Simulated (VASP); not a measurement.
# GaN (zincblende type) (F-43m) in VASP: a series of runs, part 3 of 3

VASP 6.6.1. The steps go on from the part before.

## 5. Single point, LDA (volume scaled by 0.94)

Input file INCAR:

```
SYSTEM = GaN
PREC = Accurate
ENCUT = 520
EDIFF = 1E-6
ISMEAR = -1
SIGMA = 0.05
LREAL = .FALSE.
LASPH = .TRUE.
NELM = 60
ALGO = Normal
ISIF = 2
LWAVE = .FALSE.
LCHARG = .FALSE.
GGA = CA
NBANDS = 16
```

Input file KPOINTS:

```
Automatic mesh
0
G
  17 17 17
  0 0 0
```

Input file POSCAR:

```
GaN
1.0
    0.0000000000      2.1821005298      2.1821005298
    2.1821005298      0.0000000000      2.1821005298
    2.1821005298      2.1821005298      0.0000000000
Ga N
1 1
Direct
    0.0000000000      0.0000000000      0.0000000000
    0.2500000000      0.2500000000      0.2500000000
```

Potentials or basis: VASP PAW LDA potentials, release 64 (Ga_d, N).

Command:

```bash
> cat potpaw_LDA.64/Ga_d/POTCAR potpaw_LDA.64/N/POTCAR > POTCAR
> mpirun -np 1 vasp_std > vasp.out
```

OUTCAR:

```text
SYSTEM = GaN
   PREC = Accurate
   ENCUT = 520
   EDIFF = 1E-6
   ISMEAR = -1
   LREAL = .FALSE.
   LASPH = .TRUE.
   NELM = 60
   ISIF = 2
   GGA = CA

 ion  position               nearest neighbor table
   1  0.000  0.000  0.000-   2 1.89   2 1.89   2 1.89   2 1.89
   2  0.250  0.250  0.250-   1 1.89   1 1.89   1 1.89   1 1.89

  LATTYP: Found a face centered cubic cell.
 ALAT       =     4.3642010596

  Lattice vectors:

 A1 = (   0.0000000000,   2.1821005298,   2.1821005298)
 A2 = (   2.1821005298,   0.0000000000,   2.1821005298)
 A3 = (   2.1821005298,   2.1821005298,   0.0000000000)

Analysis of symmetry for initial positions (statically):
=====================================================================
 Subroutine PRICEL returns:
 Original cell was already a primitive cell.

 Routine SETGRP: Setting up the symmetry group for a
 face centered cubic supercell.

 Subroutine GETGRP returns: Found 24 space group operations
 (whereof 24 operations were pure point group operations)
 out of a pool of 48 trial point group operations.

The static configuration has the point symmetry T_d .

Analysis of symmetry for dynamics (positions and initial velocities):
=====================================================================
 Subroutine PRICEL returns:
 Original cell was already a primitive cell.

 Routine SETGRP: Setting up the symmetry group for a
 face centered cubic supercell.

 Subroutine GETGRP returns: Found 24 space group operations
 (whereof 24 operations were pure point group operations)
 out of a pool of 48 trial point group operations.

The dynamic configuration has the point symmetry T_d .

 Subroutine INISYM returns: Found 24 space group operations
 (whereof 24 operations are pure point group operations),
 and found     1 'primitive' translations

----------------------------------------------------------------------------------------

                                     Primitive cell

  volume of cell :      20.7804

  direct lattice vectors                    reciprocal lattice vectors
     0.000000000  2.182100530  2.182100530    -0.229137014  0.229137014  0.229137014
     2.182100530  0.000000000  2.182100530     0.229137014 -0.229137014  0.229137014
     2.182100530  2.182100530  0.000000000     0.229137014  0.229137014 -0.229137014

  length of vectors
     3.085956164  3.085956164  3.085956164     0.396876950  0.396876950  0.396876950

  position of ions in fractional coordinates (direct lattice)
     0.000000000  0.000000000  0.000000000
     0.250000000  0.250000000  0.250000000

  ion indices of the primitive-cell ions
   primitive index   ion index
                 1           1
                 2           2

----------------------------------------------------------------------------------------

 KPOINTS: Automatic mesh

Automatic generation of k-mesh.
 Grid dimensions read from file:
 generate k-points for:   17   17   17

 Generating k-lattice:

  Cartesian coordinates                     Fractional coordinates (reciprocal lattice)
    -0.013478648  0.013478648  0.013478648     0.058823529  0.000000000  0.000000000
     0.013478648 -0.013478648  0.013478648     0.000000000  0.058823529  0.000000000
     0.013478648  0.013478648 -0.013478648     0.000000000  0.000000000  0.058823529

  Length of vectors
     0.023345703  0.023345703  0.023345703

  Shift w.r.t. Gamma in fractional coordinates (k-lattice)
     0.000000000  0.000000000  0.000000000

 Subroutine IBZKPT returns following result:
 ===========================================

 Found    165 irreducible k-points:

 Following reciprocal coordinates:
            Coordinates               Weight
  0.000000  0.000000  0.000000      1.000000
  0.058824  0.000000  0.000000      8.000000
  0.117647  0.000000  0.000000      8.000000
  0.176471  0.000000  0.000000      8.000000
  0.235294  0.000000  0.000000      8.000000
  0.294118  0.000000  0.000000      8.000000
[... 16 lines left out ...]
 -0.176471  0.058824  0.000000     24.000000
 -0.117647  0.058824  0.000000     24.000000
 [... further k-points ...]
   k-points           NKPTS =    165   k-points in BZ     NKDIM =    165   number of bands    NBANDS=     16
   number of dos      NEDOS =    301   number of ions     NIONS =      2
   total plane-waves  NPLWV =  13824
   dimension x,y,z NGX =    24 NGY =   24 NGZ =   24
   dimension x,y,z NGXF=    48 NGYF=   48 NGZF=   48
   ions per type =               1   1
   NGX,Y,Z   is equivalent  to a cutoff of  12.93, 12.93, 12.93 a.u.
   NGXF,Y,Z  is equivalent  to a cutoff of  25.86, 25.86, 25.86 a.u.
 SYSTEM =  GaN
   PREC   = accura    normal or accurate (medium, high low for compatibility)
   ISTART =      0    job   : 0-new  1-cont  2-samecut
   ICHARG =      2    charge: 1-file 2-atom 10-const
   ISPIN  =      1    spin polarized calculation?
   LNONCOLLINEAR =      F non collinear calculations
   LSORBIT =      F    spin-orbit coupling
   LASPH  =      T    aspherical Exc in radial PAW
   ENCUT  =  520.0 eV  38.22 Ry    6.18 a.u.   5.74  5.74  5.74*2*pi/ulx,y,z
   NELM   =     60;   NELMIN=  2; NELMDL= -5     # of ELM steps
   EDIFF  = 0.1E-05   stopping-criterion for ELM
   LREAL  =      F    real-space projection
   EDIFFG = 0.1E-04   stopping-criterion for IOM
   NSW    =      0    number of steps for IOM
   IBRION =     -1    ionic relax: 0-MD 1-quasi-New 2-CG
   NFREE  =      0    steps in history (QN), initial steepest desc. (CG)
   ISIF   =      2    stress and relaxation
   ISYM   =      2    0-nonsym 1-usesym 2-fastsym
   POTIM  = 0.5000    time-step for ionic-motion
   TEBEG  =    0.0;   TEEND  =   0.0 temperature during run
   PSTRESS=    0.0 pullay stress
   NELECT =      18.0000    total number of electrons
   NUPDOWN=      -1.0000    fix difference up-down
   EMIN   =  10.00;   EMAX   =-10.00  energy-range for DOS
   EFERMI =   0.00;   METHOD = LEGACY
   ISMEAR =    -1;   SIGMA  =   0.05  broadening in eV -4-tet -1-fermi 0-gaus
   EFERMI_NEDOS =   21; number of points for ismear=-14 and -15
   IALGO  =     38    algorithm
   IMIX   =      4    mixing-type and parameters
     AMIX     =   0.40;   BMIX     =  1.00
     AMIX_MAG =   1.60;   BMIX_MAG =  1.00
  volume/ion in A,a.u.               =      10.39        70.12
  Fermi-wavevector in a.u.,A,eV,Ry     =   1.560562  2.949034 33.134982  2.435352
  Thomas-Fermi vector in A             =   2.663755
   LORBIT       =      0    0 simple, 1 ext, 2 COOP (PROOUT), +10 PAW based schemes
   GGA     = CA    functional components
   LHFCALC =     F    Hartree Fock is set to
   AEXX    =    0.0000 exact exchange contribution
   IVDW    =     0    specifies the selected vdW correction
   LEPSILON=     F    determine dielectric tensor
   LRPA    =     F    only Hartree local field effects (RPA)
 non-spin polarized calculation
  energy-cutoff  :      520.00
  volume of cell :       20.78
 maximum number of plane-waves:       572
   NGX = 11   NGY = 11   NGZ = 11

 number of electron      17.9999991 magnetization

 Free energy of the ion-electron system (eV)
  ---------------------------------------------------
  ext. energy  EPLUGINS =         0.00000000
  ---------------------------------------------------
  free energy    TOTEN  =       -13.87620080 eV

  energy without entropy =      -13.87620080  energy(sigma->0) =      -13.87620080

 E-fermi :   7.1475     XC(G=0): -12.6429

 val. band max:        6.1564388206   @ k =   0.0000   0.0000   0.0000
 cond. band min:       8.5308534685   @ k =   0.0000   0.0000   0.0000
 fundamental gap:      2.3744146479
 Fermi energy:         7.1474787703

 k-point     1 :       0.0000    0.0000    0.0000
  band No.  band energies     occupation
      1     -10.5323      2.00000
      2      -7.5303      2.00000
      3      -7.5303      2.00000
      4      -7.5303      2.00000
      5      -7.1020      2.00000
      6      -7.1020      2.00000
[... 8 lines left out ...]
     15      25.5722      0.00000
     16      25.5722      0.00000

 k-point     2 :       0.0588    0.0000    0.0000
  band No.  band energies     occupation
      1     -10.4850      2.00000
      2      -7.5239      2.00000
      3      -7.5239      2.00000
      4      -7.5198      2.00000
      5      -7.1028      2.00000
      6      -7.1028      2.00000
[... 8 lines left out ...]
     15      24.8673      0.00000
     16      24.8673      0.00000
[... 387 lines left out ...]
      5      -7.1167      2.00000
      6      -7.0858      2.00000
[... 8 lines left out ...]
     15      23.0052      0.00000
     16      24.9519      0.00000

 k-point    24 :      -0.1176    0.0588    0.0000
  band No.  band energies     occupation
      1     -10.2493      2.00000
      2      -7.4972      2.00000
      3      -7.4888      2.00000
      4      -7.4491      2.00000
      5      -7.1143      2.00000
      6      -7.0950      2.00000
[... 8 lines left out ...]
     15      23.3146      0.00000
     16      25.3980      0.00000

 [... further k-points ...]
[... 5 lines left out ...]
  --------------------------------------------------------------------------------------
  -------------------------------------------------------------------------------------
  Total        2.0445787      2.0445787      2.0445787      0.0000000      0.0000000     -0.0000000
  in kB      157.6377213    157.6377213    157.6377213      0.0000000      0.0000000     -0.0000000
  external PRESSURE =     157.6377213 kB  Pullay stress =       0.0000000 kB

 VOLUME and BASIS-vectors are now :
 -----------------------------------------------------------------------------
  energy-cutoff  :      520.00
  volume of cell :       20.78
      direct lattice vectors                 reciprocal lattice vectors
     0.000000000  2.182100530  2.182100530    -0.229137014  0.229137014  0.229137014
     2.182100530  0.000000000  2.182100530     0.229137014 -0.229137014  0.229137014
     2.182100530  2.182100530  0.000000000     0.229137014  0.229137014 -0.229137014

 POSITION                                       TOTAL-FORCE (eV/Angst)
 -----------------------------------------------------------------------------------
      0.00000      0.00000      0.00000        -0.000000     -0.000000     -0.000000
      1.09105      1.09105      1.09105         0.000000      0.000000      0.000000
 -----------------------------------------------------------------------------------
    total drift:                                0.000002      0.000002      0.000002

  FREE ENERGIE OF THE ION-ELECTRON SYSTEM (eV)
  ---------------------------------------------------
  free  energy   TOTEN  =       -13.8762007958 eV

  energy  without entropy=      -13.8762007958  energy(sigma->0) =      -13.87620080
```

Wall time 30 s (1 thread of Intel Xeon Platinum 8488C (Sapphire Rapids), shared host); peak memory 0.17 GiB.

Results:

| Item | Value |
| --- | --- |
| Free energy | -13.8762 eV |
| Pressure | 15.8 GPa |
| Band gap on the k mesh | 2.37 eV, direct |

 A k mesh can miss the band edges.

## 6. Summary

```tsv
cell	gap on the mesh (eV)	pressure (GPa)
a = 2.924 Å, angles 60.0°, 2 atoms	3.33	75.3
a = 3.019 Å, angles 60.0°, 2 atoms	2.80	35.8
a = 3.086 Å, angles 60.0°, 2 atoms	2.37	15.8
```

Alike in all rows: task single point; level LDA; potentials or basis VASP PAW LDA potentials, release 64 (Ga_d, N); no spin polarisation; k mesh 17 × 17 × 17; cutoff (eV) 520; smearing fermi-dirac 0.05 eV.

Absolute energies hang on the potentials; compare differences alone.
